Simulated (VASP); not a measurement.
The system is GaSb.

```
Ga Sb
1.0
     3.37737    0.00000    0.00000
     0.00000    3.37737    0.00000
     0.00000    0.00000    3.37737
Ga Sb
1 1
Direct
  0.00000 0.00000 0.00000
  0.50000 0.50000 0.50000
```

| Item | Value |
| --- | --- |
| Program | VASP 6.6.1 |
| Task | relaxation of cell and atoms |
| Functional | PBEsol |
| Potentials or basis | VASP PAW PBE potentials, release 64 (Ga_d, Sb) |
| Cutoff | 500 eV |
| k mesh | 6 × 6 × 6 |
| Occupations | fermi-dirac, width 0.03 eV |
| Spin | no spin polarisation |

At the start: pressure 12.2 GPa; volume 19.26 Å³/atom.

Problem. How do energy, volume and symmetry change on relaxing?

Solution. Over 3 steps the energy falls by 94.0 meV/atom and the volume is 22.09 Å³/atom (+14.7 %); space group Pm-3m (No. 221, to 0.05 Å).

The path:
| step | energy change (eV) | largest force (eV/Å) | pressure (GPa) | volume (Å³) |
| --- | --- | --- | --- | --- |
| 1 | 0.0000 | 0.0000 | 12.21 | 38.52 |
| 2 | -0.1519 | 0.0000 | -3.19 | 47.30 |
| 3 | -0.1881 | 0.0000 | 0.00 | 44.18 |

Final structure:
```
Ga Sb
1.0
     3.53503    0.00000    0.00000
     0.00000    3.53503    0.00000
     0.00000    0.00000    3.53503
Ga Sb
1 1
Direct
  0.00000 0.00000 0.00000
  0.50000 0.50000 0.50000
```

Caveat: the PAW data sets were made with another functional, which shifts forces and pressure a little.
